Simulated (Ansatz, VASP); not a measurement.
Two plane-wave programs on GaP

POSCAR

```
GaP
1.0
    0.0000000000      2.7252500000      2.7252500000
    2.8615125000      0.0000000000      2.7252500000
    2.8615125000      2.7252500000      0.0000000000
Ga P
1 1
Direct
    0.0000000000      0.0000000000      0.0000000000
    0.7500000000      0.7500000000      0.7500000000
```

The input INCAR.step1:

```
SYSTEM = GaP
PREC = Accurate
ENCUT = 520
ISMEAR = 0
SIGMA = 0.05
LREAL = .FALSE.
LASPH = .TRUE.
NELM = 80
NBANDS = 16
GGA = PE
ALGO = Normal
EDIFF = 1E-4
LWAVE = .TRUE.
LCHARG = .FALSE.
```

File INCAR.step2:

```
SYSTEM = GaP
PREC = Accurate
ENCUT = 520
EDIFF = 1E-7
ISMEAR = 0
SIGMA = 0.05
LREAL = .FALSE.
LASPH = .TRUE.
NELM = 80
ALGO = Normal
ISIF = 2
LWAVE = .FALSE.
LCHARG = .TRUE.
METAGGA = R2SCAN
LMIXTAU = .TRUE.
LELF = .TRUE.
LVHAR = .TRUE.
NBANDS = 16
ISTART = 1
```

Contents of KPOINTS:

```
Automatic mesh
0
G
  8 8 8
  0 0 0
```

Input for Ansatz:

```yaml
crystal:
  lattice:
    - [0.0, 2.72525, 2.72525]
    - [2.8615125, 0.0, 2.72525]
    - [2.8615125, 2.72525, 0.0]
  atoms:
    - { symbol: Ga, position: [0.0, 0.0, 0.0] }
    - { symbol: P, position: [0.75, 0.75, 0.75] }
basis:
  ecutwfc: 500
kpoints:
  mp_grid: { grid: [8, 8, 8] }
hamiltonian:
  xc: r2scan
scf:
  occupations: { method: gaussian, width: 0.05 }
output:
  forces: true
  stress: true
  eigenvalues: true
```

Change from the starting cell: strain +0.0500 x Voigt [1, 0, 0, 0, 0, 0], atoms carried along.

Alike in both runs: task single point; functional r2SCAN; k mesh 8 × 8 × 8; occupations gaussian, width 0.05 eV; no spin polarisation.

|  | VASP | Ansatz |
| --- | --- | --- |
| version | VASP 6.6.1 | Ansatz 0.2.0 |
| potentials or method | VASP PAW PBE potentials, release 64 (Ga_d, P), cutoff 520 eV | scalar-relativistic, plane waves, PAW |
| valence electrons in the cell | 18 | 18 |

```tsv
	VASP	Ansatz	Ansatz less VASP
gap on the k mesh at the Fermi level (eV)	1.72	1.72	-0.008
least direct gap on the mesh (eV)	1.80	1.82	+0.019
pressure (GPa)	-3.9	-3.8	+0.05
traceless stress, the component that is largest in VASP (GPa)	-2.83	-2.83	-0.006
```

VASP's potentials were made for PBE, not for r2SCAN. The functional is the same, so the differences come from potentials, cutoffs and numerics.
